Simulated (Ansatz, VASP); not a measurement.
**Mg2C in VASP and in Ansatz**

The input POSCAR:

```
Mg2C
1.0
    0.0000000000      2.5482860610      2.5482860610
    2.5482860610      0.0000000000      2.5482860610
    2.5482860610      2.5482860610      0.0000000000
C Mg
1 2
Direct
    0.0000000000      0.0000000000      0.0000000000
    0.2500000000      0.2500000000      0.2500000000
    0.7500000000      0.7500000000      0.7500000000
```

Contents of INCAR.step1:

```
  PREC = Accurate
  ENCUT = 520
  EDIFF = 1E-5
  ISMEAR = 0
  SIGMA = 0.01
  LREAL = F
  LASPH = T
  NELM = 60
  ALGO = Normal
  ISIF = 2
  LWAVE = T
  NBANDS = 11
  GGA = PE
```

Contents of INCAR.step2:

```
  PREC = Accurate
  ENCUT = 520
  EDIFF = 1E-6
  ISMEAR = 0
  SIGMA = 0.01
  LREAL = F
  LASPH = T
  NELM = 60
  ALGO = Normal
  ISIF = 2
  LWAVE = F
  LCHARG = T
  GGA = PE
  LHFCALC = T
  HFSCREEN = 0.2079
  PRECFOCK = Normal
  LELF = T
  LVHAR = T
  NBANDS = 11
  ISTART = 1
```

KPOINTS

```
regular mesh
0
Gamma
  6 6 6
```

Input for Ansatz:

```yaml
crystal:
  lattice:
    - [0.0, 2.548286061, 2.548286061]
    - [2.548286061, 0.0, 2.548286061]
    - [2.548286061, 2.548286061, 0.0]
  atoms:
    - { symbol: C, position: [0.0, 0.0, 0.0] }
    - { symbol: Mg, position: [0.25, 0.25, 0.25] }
    - { symbol: Mg, position: [0.75, 0.75, 0.75] }
kpoints:
  mp_grid: { grid: [6, 6, 6] }
  band_path:
    path:
      - [0.0, 0.0, 0.0]
      - [0.5, 0.0, 0.5]
      - [0.625, 0.25, 0.625]
      - [0.375, 0.375, 0.75]
      - [0.5, 0.5, 0.5]
      - [0.5, 0.25, 0.75]
      - [-0.083333, 0.0, 0.083333]
      - [0.0, 0.5, 0.5]
    npoints: 1
hamiltonian:
  xc: hse06
scf:
  occupations: { method: fixed }
  n_extra_bands: 4
output:
  forces: true
  stress: true
  eigenvalues: true
```

Change from the starting cell: hydrostatic strain -6.0%.

Alike in both runs: task single point; functional HSE06; k mesh 6 × 6 × 6; no spin polarisation.

|  | VASP | Ansatz |
| --- | --- | --- |
| version | VASP 6.6.1 | Ansatz 0.2.0 |
| potentials or method | VASP PAW PBE potentials, release 64 (C, Mg) | plane waves, PAW |
| plane-wave cutoff (eV) | 520 | 420 |
| occupations | gaussian, width 0.01 eV | fixed |
| valence electrons in the cell | 8 | 24 |

Ansatz gave:

- gap on the k mesh at the Fermi level (eV): 1.48
- pressure (GPa): 25.8

Question: What did VASP give for the same quantities?

Answer: gap on the k mesh at the Fermi level (eV): 1.47; pressure (GPa): 26.0.

VASP's potentials hold 8 valence electrons a cell and Ansatz's 24, so a difference there can come from the potentials and not from the codes. Ansatz's warnings: stress exchange threshold loose, stress scf threshold loose.
